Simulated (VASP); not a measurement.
Runs of VASP 6.6.1 on TaNbN2. The structure is that of space group P6/mmm (No. 191), or close to it. The cells are those of the table. 

| task | spin | cell | cutoff (eV) | gap on the mesh (eV) | pressure (GPa) | moment (μB) |
| --- | --- | --- | --- | --- | --- | --- |
| relaxation of cell and atoms | off | relaxed from a = 3.477, b = 3.477, c = 5.379 Å, angles 90.0, 90.0, 120.0°, 4 atoms | 600 | none | 0.1 | - |
| single point | collinear, ferromagnetic start | a = 3.651, b = 3.651, c = 5.701 Å, angles 90.0, 90.0, 120.0°, 4 atoms | 520 | none | 0.5 | (a) |
| single point | off | a = 3.651, b = 3.651, c = 5.701 Å, angles 90.0, 90.0, 120.0°, 4 atoms | 520 | none | -0.2 | - |
| single point | collinear, ferromagnetic start | a = 3.477, b = 3.477, c = 5.379 Å, angles 90.0, 90.0, 120.0°, 4 atoms | 520 | none | 27.0 | 0.10 |
| single point | off | a = 3.477, b = 3.477, c = 5.379 Å, angles 90.0, 90.0, 120.0°, 4 atoms | 520 | none | 27.0 | - |

Alike in all rows: level PBE; potentials or basis VASP PAW PBE potentials, release 64 (Ta_pv, Nb_sv, N); k mesh 6 × 6 × 4; smearing gaussian 0.1 eV.

Problem. Estimate the missing entries.

Solution. (a) 1.16.

Caveats: spin-orbit coupling is left out, which moves the levels of the heavy elements.

A k mesh can miss the band edges, and the runs leave out spin-orbit coupling on Nb, Ta.

A gap of «none» marks levels without a gap at the run's occupations.
